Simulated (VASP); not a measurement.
A run of VASP 6.6.1 is set up as follows.

File POSCAR:

```
InPt3C
1.0
    4.2227399350      0.0000000000      0.0000000000
    0.0000000000      4.2227399350      0.0000000000
    0.0000000000      0.0000000000      4.2227399350
In C Pt
1 1 3
Direct
    0.0000000000      0.0000000000      0.0000000000
    0.5000000000      0.5000000000      0.5000000000
    0.5000000000      0.5000000000      0.0000000000
    0.0000000000      0.5000000000      0.5000000000
    0.5000000000      0.0000000000      0.5000000000
```

Contents of INCAR.step1:

```
SYSTEM = InPt3C
  ALGO = Normal
  EDIFF = 1E-4
  ENCUT = 520
  GGA = PE
  ISMEAR = 0
  LASPH = .TRUE.
  LCHARG = .FALSE.
  LREAL = .FALSE.
  LWAVE = .TRUE.
  NBANDS = 32
  NELM = 80
  PREC = Accurate
  SIGMA = 0.1
```

Contents of INCAR.step2:

```
SYSTEM = InPt3C
  ALGO = Normal
  EDIFF = 1E-6
  ENCUT = 520
  ISIF = 2
  ISMEAR = 0
  ISTART = 1
  LASPH = .TRUE.
  LCHARG = .TRUE.
  LELF = .TRUE.
  LMIXTAU = .TRUE.
  LREAL = .FALSE.
  LVHAR = .TRUE.
  LWAVE = .FALSE.
  METAGGA = R2SCAN
  NBANDS = 32
  NELM = 80
  PREC = Accurate
  SIGMA = 0.1
```

Contents of KPOINTS:

```
k-points
0
G
  5 5 5
  0 0 0
```

Potentials or basis: VASP PAW PBE potentials, release 64 (In_d, C, Pt).

The run is started by

```bash
$ cat potpaw_PBE.64/In_d/POTCAR potpaw_PBE.64/C/POTCAR potpaw_PBE.64/Pt/POTCAR > POTCAR
$ cp INCAR.step1 INCAR
$ mpirun -np 1 vasp_std > vasp.out
$ cp INCAR.step2 INCAR
$ mpirun -np 1 vasp_std > vasp.out
```

(1) What does it give for the pressure?

(2) What does it give for the band gap on the k mesh?

Results:

(1) 0.7 GPa.

(2) zero (an odd number of electrons rules out a gap without spin polarisation).

Caveat: the PAW data sets were made with another functional, which shifts forces and pressure a little; spin-orbit coupling is left out, which moves the levels of the heavy elements.
